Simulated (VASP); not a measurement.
Crystal: Sb.

```xyz
1
Lattice="-1.8713 1.8713 1.8713 1.8713 -1.8713 1.8713 1.8713 1.8713 -1.8713" Properties=species:S:1:pos:R:3 pbc="T T T"
Sb    0.0000    0.0000    0.0000
```

| Item | Value |
| --- | --- |
| Program | VASP 6.6.1 |
| Task | relaxation of cell and atoms |
| Functional | PBEsol-based global hybrid |
| Potentials or basis | VASP PAW PBE potentials, release 64 (Sb) |
| Cutoff | 600 eV |
| k mesh | 5 × 5 × 5 |
| Occupations | fermi-dirac, width 0.05 eV |
| Spin | no spin polarisation |

At the start: pressure -5.3 GPa; volume 26.21 Å³/atom.

Task: Where does the relaxation end?

Result: Over 3 steps the energy falls by 30.9 meV/atom and the volume is 24.47 Å³/atom (-6.6 %); space group Im-3m (No. 229, to 0.05 Å).

Step by step:
```csv
step,energy change (eV),largest force (eV/Å),pressure (GPa),volume (Å³)
1,0.0000,0.0000,-5.31,26.21
2,-0.0059,0.0000,6.04,23.05
3,-0.0309,0.0000,-0.04,24.47
```

Final structure:
```yaml
crystal:
  lattice:
    - [-1.82895, 1.82895, 1.82895]
    - [1.82895, -1.82895, 1.82895]
    - [1.82895, 1.82895, -1.82895]
  atoms:
    - { symbol: Sb, position: [0.00000, 0.00000, 0.00000] }
```

Caveat: the k points lie up to 0.49 Å⁻¹ apart in the final cell; the PAW data sets were made with another functional, which shifts forces and pressure a little.
